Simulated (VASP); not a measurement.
# Sn: single point with PBE

The system is Sn.

```
Sn
1.0
     2.72278    0.00000    0.00000
     0.00000    2.72278    0.00000
     0.00000    0.00000    2.72278
Sn
1
Direct
  0.00000 0.00000 0.00000
```

- Program: VASP 6.6.1
- Task: single point
- Functional: PBE
- Potentials or basis: VASP PAW PBE potentials, release 64 (Sn_d)
- Cutoff: 520 eV
- k mesh: 14 × 14 × 14
- Occupations: fermi-dirac, width 0.05 eV
- Spin: no spin polarisation
- Dipole correction: no
- Further INCAR settings: ALGO = Normal; EDIFF = 1e-06; NBANDS = 13

```json
{
 "Pressure": "44.0 GPa",
 "Band gap on the k mesh": "zero (band 7 reaches 18.87 eV, above the bottom of band 8 at 8.77 eV)"
}
```

Levels at points of the mesh, in eV from the Fermi level:
| k point | band 5 | band 6 | band 7 | band 8 | band 9 | band 10 |
| --- | --- | --- | --- | --- | --- | --- |
| (0.00, 0.00, 0.00) | -21.56 | -13.86 | 6.60 | 6.60 | 6.60 | 10.26 |
| (0.50, 0.00, 0.00) | -21.54 | -8.98 | -7.03 | 10.72 | 10.72 | 12.24 |
| (0.50, 0.50, 0.00) | -21.26 | -3.73 | -3.50 | -3.50 | 2.08 | 15.49 |
| (0.50, 0.50, 0.50) | -21.24 | 0.03 | 0.03 | 0.03 | 2.87 | 6.15 |

It took 9.9 s on 1 thread of AMD EPYC 9R45 96-Core Processor (Zen 5), with other jobs on the host, peak memory 0.11 GiB.

Caveat: spin-orbit coupling is left out, which moves the levels of the heavy elements.
